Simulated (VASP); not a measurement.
# SiC (P6_3mc) in VASP: notebook

Aim: see how the results for SiC move with the level of theory and the settings. Levels: SVWN5, PBE. Tasks: single point.

Program: VASP 6.6.1. These are calculated values, not measurements. Logs are shortened: lines on timing, memory, paths and dates and some standing lists are left out, and cuts for length are marked.

### Step 1. The cell of the first run

Symmetry: P6_3mc, No. 186, hexagonal system. The conventional cell has a = 3.055 Å, b = 3.055 Å, c = 10.003 Å, α = 90.00°, β = 90.00°, γ = 120.00°. Si (site symmetry 3m) has 4 C at 1.87 Å within 2.5 Å. Si (site symmetry 3m) has 4 C at 1.87 to 1.88 Å within 2.5 Å. C (site symmetry 3m) has 4 Si at 1.87 Å within 2.5 Å. C (site symmetry 3m) has 4 Si at 1.87 to 1.88 Å within 2.5 Å.

### Step 2. Single point, SVWN5

File INCAR:

```
ALGO = Normal
EDIFF = 1E-6
ENCUT = 1300
GGA = VW
GGA_COMPAT = False
ISIF = 2
ISMEAR = -1
LASPH = True
LCHARG = False
LREAL = False
LWAVE = False
NBANDS = 26
NELM = 120
PREC = Accurate
SIGMA = 0.05
```

File KPOINTS:

```
k-points
0
Gamma
  10 10 3
```

File POSCAR:

```
SiC
1.0
    3.0550512851      0.0000000000      0.0000000000
   -1.5275256425      2.6457520228      0.0000000000
    0.0000000000      0.0000000000     10.0030562121
Si C
4 4
Direct
    0.0000000000      0.0000000000      0.1878943800
    0.0000000000      0.0000000000      0.6878943800
    0.3333333333      0.6666666667      0.4378419800
    0.6666666667      0.3333333333      0.9378419800
    0.0000000000      0.0000000000      0.0004600500
    0.0000000000      0.0000000000      0.5004600500
    0.3333333333      0.6666666667      0.2498025900
    0.6666666667      0.3333333333      0.7498025900
```

Potentials or basis: VASP PAW PBE potentials, release 64 (Si, C_h).

The run is started by

```console
$ cat potpaw_PBE.64/Si/POTCAR potpaw_PBE.64/C_h/POTCAR > POTCAR
$ mpirun -np 1 vasp_std > vasp.out
```

OUTCAR:

```text
EDIFF = 1E-6
   ENCUT = 1300
   GGA = VW
   ISIF = 2
   ISMEAR = -1
   LASPH = True
   LREAL = False
   NELM = 120
   PREC = Accurate

 ion  position               nearest neighbor table
   1  0.000  0.000  0.188-   7 1.87   7 1.87   7 1.87   5 1.87   3 3.06   3 3.06   3 3.06   4 3.06
                             4 3.06   4 3.06
   2  0.000  0.000  0.688-   8 1.87   8 1.87   8 1.87   6 1.87   4 3.06   4 3.06   4 3.06   3 3.06
                             3 3.06   3 3.06
   3  0.333  0.667  0.438-   6 1.87   6 1.87   6 1.87   7 1.88   1 3.06   1 3.06   1 3.06   2 3.06
                             2 3.06   2 3.06
   4  0.667  0.333  0.938-   5 1.87   5 1.87   5 1.87   8 1.88   2 3.06   2 3.06   2 3.06   1 3.06
                             1 3.06   1 3.06
   5  0.000  0.000  0.000-   4 1.87   4 1.87   4 1.87   1 1.87
   6  0.000  0.000  0.500-   3 1.87   3 1.87   3 1.87   2 1.87
   7  0.333  0.667  0.250-   1 1.87   1 1.87   1 1.87   3 1.88
   8  0.667  0.333  0.750-   2 1.87   2 1.87   2 1.87   4 1.88

  LATTYP: Found a hexagonal cell.
 ALAT       =     3.0550512851
 C/A-ratio  =     3.2742678530

  Lattice vectors:

 A1 = (   3.0550512851,   0.0000000000,   0.0000000000)
 A2 = (  -1.5275256425,   2.6457520228,   0.0000000000)
 A3 = (   0.0000000000,   0.0000000000,  10.0030562121)

Analysis of symmetry for initial positions (statically):
=====================================================================
 Subroutine PRICEL returns:
 Original cell was already a primitive cell.

 Routine SETGRP: Setting up the symmetry group for a
 hexagonal supercell.

 Subroutine GETGRP returns: Found 12 space group operations
 (whereof  6 operations were pure point group operations)
 out of a pool of 24 trial point group operations.

The static configuration has the point symmetry C_3v.
 The point group associated with its full space group is C_6v.

Analysis of symmetry for dynamics (positions and initial velocities):
=====================================================================
 Subroutine PRICEL returns:
 Original cell was already a primitive cell.

 Routine SETGRP: Setting up the symmetry group for a
 hexagonal supercell.

 Subroutine GETGRP returns: Found 12 space group operations
 (whereof  6 operations were pure point group operations)
 out of a pool of 24 trial point group operations.

The dynamic configuration has the point symmetry C_3v.
 The point group associated with its full space group is C_6v.

 Subroutine INISYM returns: Found 12 space group operations
[... 115 lines left out ...]
   ISIF   =      2    stress and relaxation
   ISYM   =      2    0-nonsym 1-usesym 2-fastsym
   POTIM  = 0.5000    time-step for ionic-motion
   TEBEG  =    0.0;   TEEND  =   0.0 temperature during run
   PSTRESS=    0.0 pullay stress
   NELECT =      32.0000    total number of electrons
   NUPDOWN=      -1.0000    fix difference up-down
   EMIN   =  10.00;   EMAX   =-10.00  energy-range for DOS
   EFERMI =   0.00;   METHOD = LEGACY
   ISMEAR =    -1;   SIGMA  =   0.05  broadening in eV -4-tet -1-fermi 0-gaus
   EFERMI_NEDOS =   21; number of points for ismear=-14 and -15
   IALGO  =     38    algorithm
   IMIX   =      4    mixing-type and parameters
     AMIX     =   0.40;   BMIX     =  1.00
     AMIX_MAG =   1.60;   BMIX_MAG =  1.00
  volume/ion in A,a.u.               =      10.11        68.20
  Fermi-wavevector in a.u.,A,eV,Ry     =   1.201964  2.271382 19.656566  1.444717
  Thomas-Fermi vector in A             =   2.337758
   LORBIT       =      0    0 simple, 1 ext, 2 COOP (PROOUT), +10 PAW based schemes
   GGA     = VW    functional components
   LHFCALC =     F    Hartree Fock is set to
   AEXX    =    0.0000 exact exchange contribution
   IVDW    =     0    specifies the selected vdW correction
   LEPSILON=     F    determine dielectric tensor
   LRPA    =     F    only Hartree local field effects (RPA)
 non-spin polarized calculation
  energy-cutoff  :     1300.00
  volume of cell :       80.85
 maximum number of plane-waves:      8642
 NGX is ok and might be reduce to    36
   NGX = 17   NGY = 17   NGZ = 59

 number of electron      32.0000000 magnetization

 Free energy of the ion-electron system (eV)
  ---------------------------------------------------
  ext. energy  EPLUGINS =         0.00000000
  ---------------------------------------------------
  free energy    TOTEN  =       -66.43203623 eV

  energy without entropy =      -66.43203623  energy(sigma->0) =      -66.43203623

 E-fermi :   9.6411     XC(G=0): -11.6875

 val. band max:        8.5777074700   @ k =   0.0000   0.0000   0.0000
 cond. band min:      10.7600360759   @ k =   0.5000   0.0000   0.0000
 fundamental gap:      2.1823286059
 Fermi energy:         9.6411296840

 k-point     1 :       0.0000    0.0000    0.0000
  band No.  band energies     occupation
      1      -7.0278      2.00000
      2      -5.8217      2.00000
      3      -5.7859      2.00000
      4      -3.3193      2.00000
      5      -0.2076      2.00000
      6       4.1613      2.00000
[... 685 lines left out ...]
     25      16.6005      0.00000
     26      17.4851      0.00000

 [... further k-points ...]

------------------------ aborting loop because EDIFF is reached ----------------------------------------

  FORCE on cell =-STRESS in cart. coord.  units (eV):
  Direction    XX          YY          ZZ          XY          YZ          ZX
  --------------------------------------------------------------------------------------
  -------------------------------------------------------------------------------------
  Total        0.9311553      0.9311553      0.8740232      0.0000000      0.0000000      0.0000000
  in kB       18.4515280     18.4515280     17.3194143      0.0000000      0.0000000      0.0000000
  external PRESSURE =      18.0741568 kB  Pullay stress =       0.0000000 kB

 VOLUME and BASIS-vectors are now :
 -----------------------------------------------------------------------------
  energy-cutoff  :     1300.00
  volume of cell :       80.85
      direct lattice vectors                 reciprocal lattice vectors
     3.055051285  0.000000000  0.000000000     0.327326747  0.188982186  0.000000000
    -1.527525642  2.645752023  0.000000000     0.000000000  0.377964371  0.000000000
     0.000000000  0.000000000 10.003056212     0.000000000  0.000000000  0.099969447

 POSITION                                       TOTAL-FORCE (eV/Angst)
 -----------------------------------------------------------------------------------
      0.00000      0.00000      1.87952         0.000000     -0.000000     -0.002532
      0.00000      0.00000      6.88105         0.000000      0.000000     -0.002532
     -0.00000      1.76383      4.37976         0.000000      0.000000     -0.002845
      1.52753      0.88192      9.38129         0.000000      0.000000     -0.002845
      0.00000      0.00000      0.00460         0.000000     -0.000000     -0.000535
      0.00000      0.00000      5.00613         0.000000      0.000000     -0.000535
     -0.00000      1.76383      2.49879         0.000000     -0.000000      0.005911
      1.52753      0.88192      7.50032        -0.000000      0.000000      0.005911
 -----------------------------------------------------------------------------------
    total drift:                                0.000000      0.000000     -0.000363

  FREE ENERGIE OF THE ION-ELECTRON SYSTEM (eV)
  ---------------------------------------------------
  free  energy   TOTEN  =       -66.4320362332 eV

  energy  without entropy=      -66.4320362332  energy(sigma->0) =      -66.43203623
```

OSZICAR:

```text
N       E                     dE             d eps       ncg     rms          rms(c)
DAV:   1     0.147020682267E+03    0.14702E+03   -0.25587E+04  1456   0.233E+03
DAV:   2    -0.565688879053E+02   -0.20359E+03   -0.18458E+03  1878   0.263E+02
DAV:   3    -0.738765346489E+02   -0.17308E+02   -0.17097E+02  1950   0.716E+01
DAV:   4    -0.742981709187E+02   -0.42164E+00   -0.42042E+00  1896   0.116E+01
DAV:   5    -0.743081293240E+02   -0.99584E-02   -0.99507E-02  1946   0.179E+00    0.166E+01
DAV:   6    -0.667753843831E+02    0.75327E+01   -0.19640E+01  1926   0.198E+01    0.671E+00
DAV:   7    -0.665109887621E+02    0.26440E+00   -0.22230E+00  2006   0.715E+00    0.250E+00
DAV:   8    -0.664420580731E+02    0.68931E-01   -0.12428E-01  1826   0.179E+00    0.878E-01
DAV:   9    -0.664320042856E+02    0.10054E-01   -0.17691E-02  1862   0.723E-01    0.105E-01
DAV:  10    -0.664320312162E+02   -0.26931E-04   -0.13441E-03  1854   0.198E-01    0.667E-02
DAV:  11    -0.664320366265E+02   -0.54103E-05   -0.45140E-05  1910   0.430E-02    0.262E-02
DAV:  12    -0.664320362332E+02    0.39334E-06   -0.24592E-06  1634   0.841E-03
   1 F= -.66432036E+02 E0= -.66432036E+02  d E =-.256779E-10
```

It took 3 min on 1 thread of Intel Xeon Platinum 8259CL at 2.50GHz (Skylake/Cascade Lake), shared host; peak memory 0.4 GiB.

Results:

```yaml
Free_energy: -66.4320 eV
Pressure: 1.8 GPa
Largest_force: 0.006 eV/Å
Band_gap_on_the_k_mesh: 2.18 eV (least direct gap 3.32 eV)
```

Forces on the atoms (eV/Å):
```
Si   0.000  0.000 -0.003
Si   0.000  0.000 -0.003
Si   0.000  0.000 -0.003
Si   0.000  0.000 -0.003
C    0.000  0.000 -0.001
C    0.000  0.000 -0.001
C    0.000  0.000  0.006
C    0.000  0.000  0.006
```

Caveat: the PAW data sets were made with another functional, which shifts forces and pressure a little.

### Step 3. Single point, PBE

This run uses another cell than the first one, of 10.31 Å³/atom.

File INCAR:

```
PREC = Accurate ; ENCUT = 600
EDIFF = 1E-6 ; ISMEAR = 0
SIGMA = 0.01 ; LREAL = F
LASPH = T ; NELM = 120
ALGO = Normal ; ISIF = 2
LWAVE = F ; LCHARG = F
GGA = PE ; NBANDS = 26
GGA_COMPAT = F
```

File KPOINTS:

```
regular mesh
0
Gamma
  6 6 2
```

Changes to POSCAR since step 2:

```diff
@@ -2,5 +2,5 @@
 1.0
-    3.0550512851      0.0000000000      0.0000000000
-   -1.5275256425      2.6457520228      0.0000000000
-    0.0000000000      0.0000000000     10.0030562121
+    3.0756941497      0.0000000000      0.0000000000
+   -1.5378470748      2.6636292679      0.0000000000
+    0.0000000000      0.0000000000     10.0706464800
 Si C
```

Potentials or basis: VASP PAW PBE potentials, release 64 (Si, C).

The run is started by

```console
$ cat potpaw_PBE.64/Si/POTCAR potpaw_PBE.64/C/POTCAR > POTCAR
$ mpirun -np 1 vasp_std > vasp.out
```

Run time: 38 s. Hardware: 1 thread of Intel Xeon 8259CL, shared host; peak memory 0.23 GiB.

Results (log left out):

```
Free energy            : -60.2147 eV
Pressure               : 3.7 GPa
Largest force          : 0.006 eV/Å
Band gap on the k mesh : 2.22 eV (least direct gap 3.35 eV)
```

Forces on the atoms (eV/Å):
```
Si   0.000  0.000  0.006
Si   0.000  0.000  0.006
Si   0.000  0.000  0.002
Si   0.000  0.000  0.002
C    0.000  0.000 -0.006
C    0.000  0.000 -0.006
C    0.000  0.000 -0.001
C    0.000  0.000 -0.001
```

Stress tensor (GPa, compression positive):
```
3.82 0.00 0.00
0.00 3.82 0.00
0.00 0.00 3.56
```

Levels at points of the mesh, in eV from the valence-band top:
```
           k point  band 12  band 13  band 14  band 15  band 16  band 17  band 18  band 19  band 20  band 21
(0.00, 0.00, 0.00)    -0.58    -0.58    -0.05     0.00     0.00     5.11     5.69     6.32     6.34     6.99
(0.50, 0.00, 0.00)    -2.39    -2.36    -2.22    -1.58    -1.12     2.22     2.35     4.23     4.76     5.31
(0.00, 0.00, 0.50)    -1.04    -0.21    -0.21    -0.21    -0.21     5.32     5.32     6.79     6.79     7.08
(0.50, 0.00, 0.50)    -3.02    -2.50    -2.50    -1.55    -1.55     2.64     2.64     4.22     4.22     6.13
```

Caveat: the cell stands under pressure. A k mesh can miss the band edges.
